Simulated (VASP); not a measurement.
Ni:

```xyz
1
Lattice="0.0000 1.7604 1.7604 1.7604 0.0000 1.7604 1.7604 1.7604 0.0000" Properties=species:S:1:pos:R:3 pbc="T T T"
Ni    0.0000    0.0000    0.0000
```

This cell differs from its parent crystal: volume scaled by 1.04.

Base run:

- Program: VASP 6.6.1
- Functional: PBEsol
- Potentials or basis: VASP PAW PBE potentials, release 64 (Ni)
- Cutoff: 520 eV
- k mesh: 13 × 13 × 13
- Occupations: fermi-dirac, width 0.05 eV
- Spin: collinear spin, ferromagnetic start
- Starting moments: [1.0] μB

Its results: pressure -10.1 GPa; net moment 0.63 μB per cell; site moments Ni +0.64 μB.

Task: The run is repeated on the same cell with these changes: functional from PBEsol to r2SCAN; further incar settings from ALGO = Normal; EDIFF = 1e-06; NBANDS = 15 to ALGO = Normal; EDIFF = 1e-07; NBANDS = 15. What comes out?

Result: Pressure -7.3 GPa; net moment 0.71 μB per cell; site moments Ni +0.73 μB.

Caveats: the PAW data sets were made with another functional, which shifts forces and pressure a little.
